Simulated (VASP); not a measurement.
# Si (R-3m) in VASP: single point with HSE06

Aim: the single point of Si with HSE06.

Everything below comes from runs of VASP 6.6.1. Logs are shortened: lines on timing, memory, paths and dates and some standing lists are left out, and cuts for length are marked.

### 1 The cell of the first run

The structure is trigonal, space group R-3m (No. 166). The conventional cell has a = 3.828 Å, b = 3.828 Å, c = 9.600 Å, α = 90.00°, β = 90.00°, γ = 120.00°. Si (site symmetry 3m) has 4 Si at 2.36 to 2.38 Å within 3.1 Å.

### 2 Single point, HSE06

File POSCAR:

```
Si
1.0
    0.0427521945      2.7497909417      2.7497909417
    2.7497909417      0.0427521945      2.7497909417
    2.7497909417      2.7497909417      0.0427521945
Si
2
Direct
    0.0009674412      0.0009674412      0.0009674412
    0.2490325588      0.2490325588      0.2490325588
```

File INCAR.step1:

```
PREC     = Accurate       # precision mode
ENCUT    = 400            # plane-wave cutoff, eV
EDIFF    = 1E-5           # SCF threshold, eV
ISMEAR   = 0              # smearing method
SIGMA    = 0.01           # smearing width, eV
LREAL    = False          # projectors in reciprocal space
LASPH    = True           # aspherical terms in the spheres
NELM     = 120            # most SCF steps
ALGO     = Normal         # electronic algorithm
ISIF     = 2              # what is computed and relaxed
LWAVE    = True           # write WAVECAR
LCHARG   = False          # write CHGCAR
GGA      = PE             # functional
NBANDS   = 11             # bands
GGA_COMPAT= False
```

File INCAR.step2:

```
PREC     = Accurate       # precision mode
ENCUT    = 400            # plane-wave cutoff, eV
EDIFF    = 1E-6           # SCF threshold, eV
ISMEAR   = 0              # smearing method
SIGMA    = 0.01           # smearing width, eV
LREAL    = False          # projectors in reciprocal space
LASPH    = True           # aspherical terms in the spheres
NELM     = 120            # most SCF steps
ALGO     = Normal         # electronic algorithm
ISIF     = 2              # what is computed and relaxed
LWAVE    = False          # write WAVECAR
LCHARG   = False          # write CHGCAR
GGA      = PE             # functional
LHFCALC  = True           # exact exchange
HFSCREEN = 0.2079         # screening, 1/A
PRECFOCK = Normal       
ISTART   = 1            
NBANDS   = 11             # bands
GGA_COMPAT= False
```

File KPOINTS:

```
Automatic mesh
0
Gamma
  6 6 6
```

Potentials or basis: VASP PAW PBE potentials, release 64 (Si).

Launch:

```bash
$ cat potpaw_PBE.64/Si/POTCAR > POTCAR
$ cp INCAR.step1 INCAR
$ mpirun -np 1 vasp_std > vasp.out
$ cp INCAR.step2 INCAR
$ mpirun -np 1 vasp_std > vasp.out
```

OUTCAR:

```text
PREC = Accurate
   ENCUT = 400
   EDIFF = 1E-6
   ISMEAR = 0
   LREAL = False
   LASPH = True
   NELM = 120
   ISIF = 2
   GGA = PE
   LHFCALC = True
   HFSCREEN = 0.2079
   PRECFOCK = Normal
   ISTART = 1

 ion  position               nearest neighbor table
   1  0.001  0.001  0.001-   2 2.36   2 2.36   2 2.36   2 2.38
   2  0.249  0.249  0.249-   1 2.36   1 2.36   1 2.36   1 2.38

  LATTYP: Found a trigonal (rhomboedric) cell.
 ALAT       =     3.8890266387
 COS(alpha) =     0.5154851322

  Lattice vectors:

 A1 = (   0.0427521945,   2.7497909417,   2.7497909417)
 A2 = (   2.7497909417,   0.0427521945,   2.7497909417)
 A3 = (   2.7497909417,   2.7497909417,   0.0427521945)

Analysis of symmetry for initial positions (statically):
=====================================================================
 Subroutine PRICEL returns:
 Original cell was already a primitive cell.

 Routine SETGRP: Setting up the symmetry group for a
 trigonal (rhombohedral) supercell.

 Subroutine GETGRP returns: Found 12 space group operations
 (whereof  6 operations were pure point group operations)
 out of a pool of 12 trial point group operations.

The static configuration has the point symmetry C_3v.
 The point group associated with its full space group is D_3d.

Analysis of symmetry for dynamics (positions and initial velocities):
=====================================================================
 Subroutine PRICEL returns:
 Original cell was already a primitive cell.

 Routine SETGRP: Setting up the symmetry group for a
 trigonal (rhombohedral) supercell.

 Subroutine GETGRP returns: Found 12 space group operations
 (whereof  6 operations were pure point group operations)
 out of a pool of 12 trial point group operations.

The dynamic configuration has the point symmetry C_3v.
 The point group associated with its full space group is D_3d.

 Subroutine INISYM returns: Found 12 space group operations
 (whereof  6 operations are pure point group operations),
 and found     1 'primitive' translations

----------------------------------------------------------------------------------------

                                     Primitive cell

  volume of cell :      40.6145

  direct lattice vectors                    reciprocal lattice vectors
     0.042752195  2.749790942  2.749790942    -0.186128432  0.183278915  0.183278915
     2.749790942  0.042752195  2.749790942     0.183278915 -0.186128432  0.183278915
     2.749790942  2.749790942  0.042752195     0.183278915  0.183278915 -0.186128432

  length of vectors
     3.889026639  3.889026639  3.889026639     0.319102044  0.319102044  0.319102044

  position of ions in fractional coordinates (direct lattice)
     0.000967441  0.000967441  0.000967441
     0.249032559  0.249032559  0.249032559

  ion indices of the primitive-cell ions
   primitive index   ion index
                 1           1
                 2           2

----------------------------------------------------------------------------------------

 KPOINTS: Automatic mesh

Automatic generation of k-mesh.
 Grid dimensions read from file:
 generate k-points for:    6    6    6

 Generating k-lattice:

  Cartesian coordinates                     Fractional coordinates (reciprocal lattice)
    -0.031021405  0.030546486  0.030546486     0.166666667  0.000000000 -0.000000000
     0.030546486 -0.031021405  0.030546486     0.000000000  0.166666667 -0.000000000
     0.030546486  0.030546486 -0.031021405     0.000000000  0.000000000  0.166666667

  Length of vectors
     0.053183674  0.053183674  0.053183674

  Shift w.r.t. Gamma in fractional coordinates (k-lattice)
     0.000000000  0.000000000  0.000000000

 Subroutine IBZKPT returns following result:
 ===========================================

 Found     32 irreducible k-points:

 Following reciprocal coordinates:
            Coordinates               Weight
  0.000000  0.000000  0.000000      1.000000
  0.166667  0.000000  0.000000      6.000000
  0.333333 -0.000000 -0.000000      6.000000
  0.500000  0.000000  0.000000      3.000000
  0.166667  0.166667 -0.000000      6.000000
  0.333333  0.166667 -0.000000     12.000000
[... 16 lines left out ...]
  0.500000  0.500000  0.166667      6.000000
 -0.333333  0.500000  0.166667     12.000000
 [... further k-points ...]
   k-points           NKPTS =     32   k-points in BZ     NKDIM =    216   number of bands    NBANDS=     11
   number of dos      NEDOS =    301   number of ions     NIONS =      2
   total plane-waves  NPLWV =  21952
   dimension x,y,z NGX =    28 NGY =   28 NGZ =   28
   dimension x,y,z NGXF=    56 NGYF=   56 NGZF=   56
   ions per type =               2
   NGX,Y,Z   is equivalent  to a cutoff of  11.97, 11.97, 11.97 a.u.
   NGXF,Y,Z  is equivalent  to a cutoff of  23.94, 23.94, 23.94 a.u.
 SYSTEM =  unknown system
   PREC   = accura    normal or accurate (medium, high low for compatibility)
   ISTART =      1    job   : 0-new  1-cont  2-samecut
   ICHARG =      0    charge: 1-file 2-atom 10-const
   ISPIN  =      1    spin polarized calculation?
   LNONCOLLINEAR =      F non collinear calculations
   LSORBIT =      F    spin-orbit coupling
   LASPH  =      T    aspherical Exc in radial PAW
   ENCUT  =  400.0 eV  29.40 Ry    5.42 a.u.   6.34  6.34  6.34*2*pi/ulx,y,z
   NELM   =    120;   NELMIN=  2; NELMDL=  0     # of ELM steps
   EDIFF  = 0.1E-05   stopping-criterion for ELM
   LREAL  =      F    real-space projection
   EDIFFG = 0.1E-04   stopping-criterion for IOM
   NSW    =      0    number of steps for IOM
   IBRION =     -1    ionic relax: 0-MD 1-quasi-New 2-CG
   NFREE  =      0    steps in history (QN), initial steepest desc. (CG)
   ISIF   =      2    stress and relaxation
   ISYM   =      3    0-nonsym 1-usesym 2-fastsym
   POTIM  = 0.5000    time-step for ionic-motion
   TEBEG  =    0.0;   TEEND  =   0.0 temperature during run
   PSTRESS=    0.0 pullay stress
   NELECT =       8.0000    total number of electrons
   NUPDOWN=      -1.0000    fix difference up-down
   EMIN   =  10.00;   EMAX   =-10.00  energy-range for DOS
   EFERMI =   0.00;   METHOD = LEGACY
   ISMEAR =     0;   SIGMA  =   0.01  broadening in eV -4-tet -1-fermi 0-gaus
   EFERMI_NEDOS =   21; number of points for ismear=-14 and -15
   IALGO  =     38    algorithm
   IMIX   =      1    mixing-type and parameters
     AMIX     =   0.40;   BMIX     =  1.00
     AMIX_MAG =   1.60;   BMIX_MAG =  1.00
  volume/ion in A,a.u.               =      20.31       137.04
  Fermi-wavevector in a.u.,A,eV,Ry     =   0.952528  1.800016 12.344689  0.907309
  Thomas-Fermi vector in A             =   2.081099
   LORBIT       =      0    0 simple, 1 ext, 2 COOP (PROOUT), +10 PAW based schemes
   GGA     = PE    functional components
   LHFCALC =     T    Hartree Fock is set to
   PRECFOCK=normal    Normal, Fast or Accurate (Low or Medium for compatibility)
   ENCUT4O =  -1.0   cutoff for four orbital integrals eV
   NKREDX  =     1    reduce k-point grid by
   NKREDY  =     1    reduce k-point grid by
   NKREDZ  =     1    reduce k-point grid by
   AEXX    =    0.2500 exact exchange contribution
   HFSCREEN=    0.2079 screening length (either q_TF or 0.3 A-1)
   HFSCREENC=   0.2079 screening length for correlation (either q_TF or 0.3 A-1)
   ENCUTFOCK=  -1.0 apply spherical cutoff to Coloumb kernel
   IVDW    =     0    specifies the selected vdW correction
   LEPSILON=     F    determine dielectric tensor
   LRPA    =     F    only Hartree local field effects (RPA)
 non-spin polarized calculation
 Gauss-broadening in eV      SIGMA  =   0.01
  energy-cutoff  :      400.00
  volume of cell :       40.61
 maximum number of plane-waves:       753
 NGX is ok and might be reduce to    28
  NGX = 20; NGY = 20; NGZ = 20

 number of electron       8.0000000 magnetization

 Free energy of the ion-electron system (eV)
  ---------------------------------------------------
  ext. energy  EPLUGINS =         0.00000000
  ---------------------------------------------------
  free energy    TOTEN  =       -12.52356484 eV

  energy without entropy =      -12.52356484  energy(sigma->0) =      -12.52356484

 E-fermi :   5.4649     XC(G=0):  -7.8048

 val. band max:        5.4097499504   @ k =   0.0000   0.0000   0.0000
 cond. band min:       6.5355329638   @ k =   0.5000   0.5000   0.0000
 fundamental gap:      1.1257830134
 Fermi energy:         5.4648691726

 k-point     1 :       0.0000    0.0000    0.0000
  band No.  band energies     occupation
      1      -7.8491      2.00000
      2       5.1843      2.00000
      3       5.4097      2.00000
      4       5.4097      2.00000
      5       8.3909      0.00000
      6       8.7474      0.00000
      7       8.7474      0.00000
      8       9.5606      0.00000
      9      14.0769      0.00000
     10      14.1134      0.00000
     11      14.1134      0.00000

 k-point     2 :       0.1667    0.0000    0.0000
  band No.  band energies     occupation
      1      -7.4485      2.00000
      2       2.8519      2.00000
      3       4.7496      2.00000
      4       4.9161      2.00000
      5       8.3163      0.00000
      6       9.2024      0.00000
      7       9.4333      0.00000
      8      11.7206      0.00000
      9      13.3397      0.00000
     10      13.4558      0.00000
     11      15.3099      0.00000

 k-point     3 :       0.3333   -0.0000   -0.0000
  band No.  band energies     occupation
      1      -6.3186      2.00000
      2      -0.4506      2.00000
      3       4.1613      2.00000
      4       4.2786      2.00000
      5       7.6793      0.00000
      6       9.5523      0.00000
      7       9.7096      0.00000
      8      13.9677      0.00000
      9      14.3127      0.00000
     10      14.5290      0.00000
     11      15.4455      0.00000
[... 267 lines left out ...]
 k-point    23 :       0.5000    0.5000    0.1667
  band No.  band energies     occupation
      1      -4.5322      2.00000
      2      -1.8650      2.00000
      3       1.3852      2.00000
      4       2.6820      2.00000
      5       7.1337      0.00000
      6       8.6630      0.00000
      7      13.9874      0.00000
      8      14.1047      0.00000
      9      16.9857      0.00000
     10      17.0367      0.00000
     11      18.7953      0.00000

 k-point    24 :      -0.3333    0.5000    0.1667
  band No.  band energies     occupation
      1      -3.2141      2.00000
      2      -3.0912      2.00000
      3       1.3799      2.00000
      4       1.4782      2.00000
      5       8.6372      0.00000
      6       8.9546      0.00000
      7      12.8886      0.00000
      8      13.3058      0.00000
      9      17.1023      0.00000
     10      17.1209      0.00000
     11      19.4834      0.00000

 [... further k-points ...]

------------------------ aborting loop because EDIFF is reached ----------------------------------------

  FORCE on cell =-STRESS in cart. coord.  units (eV):
  Direction    XX          YY          ZZ          XY          YZ          ZX
  --------------------------------------------------------------------------------------
  -------------------------------------------------------------------------------------
  Total       -0.2987820     -0.2987820     -0.2987820     -0.3201167     -0.3201167     -0.3201167
  in kB      -11.7864599    -11.7864599    -11.7864599    -12.6280802    -12.6280802    -12.6280802
  external PRESSURE =     -11.7864599 kB  Pullay stress =       0.0000000 kB

 VOLUME and BASIS-vectors are now :
 -----------------------------------------------------------------------------
  energy-cutoff  :      400.00
  volume of cell :       40.61
      direct lattice vectors                 reciprocal lattice vectors
     0.042752195  2.749790942  2.749790942    -0.186128432  0.183278915  0.183278915
     2.749790942  0.042752195  2.749790942     0.183278915 -0.186128432  0.183278915
     2.749790942  2.749790942  0.042752195     0.183278915  0.183278915 -0.186128432

 POSITION                                       TOTAL-FORCE (eV/Angst)
 -----------------------------------------------------------------------------------
      0.00536      0.00536      0.00536        -0.009811     -0.009811     -0.009811
      1.38022      1.38022      1.38022         0.009811      0.009811      0.009811
 -----------------------------------------------------------------------------------
    total drift:                                0.000000      0.000000      0.000000

  FREE ENERGIE OF THE ION-ELECTRON SYSTEM (eV)
  ---------------------------------------------------
  free  energy   TOTEN  =       -12.5235648425 eV

  energy  without entropy=      -12.5235648425  energy(sigma->0) =      -12.52356484
```

It took 21 min on 1 thread of Oxide Virtual Turin-like, shared host; peak memory 0.22 GiB.

Results:

| Property | Result |
| --- | --- |
| Free energy | -12.5236 eV |
| Pressure | -1.2 GPa |
| Largest force | 0.017 eV/Å |
| Band gap on the k mesh | 1.13 eV (least direct gap 2.98 eV) |

Forces in eV/Å, atoms in the order of the input:
```
Si  -0.010 -0.010 -0.010
Si   0.010  0.010  0.010
```

Caveat: the PAW data sets were made with another functional, which shifts forces and pressure a little. A k mesh can miss the band edges.
